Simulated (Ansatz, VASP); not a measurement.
## One calculation of AlP, two programs

INCAR

```
PREC = Accurate ; ENCUT = 500
EDIFF = 1E-6 ; ISMEAR = 0
SIGMA = 0.01 ; LREAL = F
LASPH = T ; NELM = 120
ALGO = Normal ; ISIF = 2
LWAVE = F ; LCHARG = F
GGA = PS ; NBANDS = 11
GGA_COMPAT = F
```

KPOINTS

```
Automatic mesh
0
Gamma
  8 8 8
```

File POSCAR:

```
AlP
1.0
    2.7152230958      2.7152230958      0.0000000000
   -2.7152230958      2.7152230958      0.0000000000
    0.0000000000      2.7152230958      2.7152230958
Al P
1 1
Direct
    0.0000000000      0.0000000000      0.0000000000
    0.7500000000      0.2500000000      0.5000000000
```

Input for Ansatz:

```yaml
crystal:
  lattice:
    - [2.71522309579, 2.71522309579, 0.0]
    - [-2.71522309579, 2.71522309579, 0.0]
    - [0.0, 2.71522309579, 2.71522309579]
  atoms:
    - { symbol: Al, position: [0.0, 0.0, 0.0] }
    - { symbol: P, position: [0.75, 0.25, 0.5] }
kpoints:
  mp_grid: { grid: [8, 8, 8] }
scf:
  occupations: { method: fixed }
  convergence: { dr2_threshold: 1.0e-10 }
hamiltonian:
  xc: pbesol
  pseudopotentials: { kind: all_electron, lapw: { basis_error: 0.0005 } }
output:
  forces: true
  stress: true
  eigenstates:
    kpoints:
      - [0.0, 0.0, 0.0]
      - [-0.5, 0.5, 0.0]
      - [-0.5, -0.5, -0.5]
      - [0.0, 0.0, -0.5]
      - [0.0, -0.5, -0.5]
      - [0.0, 0.5, 0.0]
      - [-0.5, 0.0, 0.0]
      - [-0.5, 0.0, -0.5]
  eigenvalues: true
```

Alike in both runs: task single point; functional PBEsol; k mesh 8 × 8 × 8; no spin polarisation.

|  | VASP | Ansatz |
| --- | --- | --- |
| version | VASP 6.6.1 | Ansatz 0.2.0 |
| potentials or method | VASP PAW PBE potentials, release 64 (Al, P), cutoff 500 eV | all-electron LAPW, scalar-relativistic |
| occupations | gaussian, width 0.01 eV | fixed |

Ansatz gave:

* gap on the k mesh at the Fermi level (eV): 1.41
* pressure (GPa): 1.9

Q: Which values does VASP return?

A: gap on the k mesh at the Fermi level (eV): 1.41; pressure (GPa): 2.0.

VASP's potentials were made for PBE, not for PBEsol. Ansatz ran all-electron here, and VASP with PAW potentials.
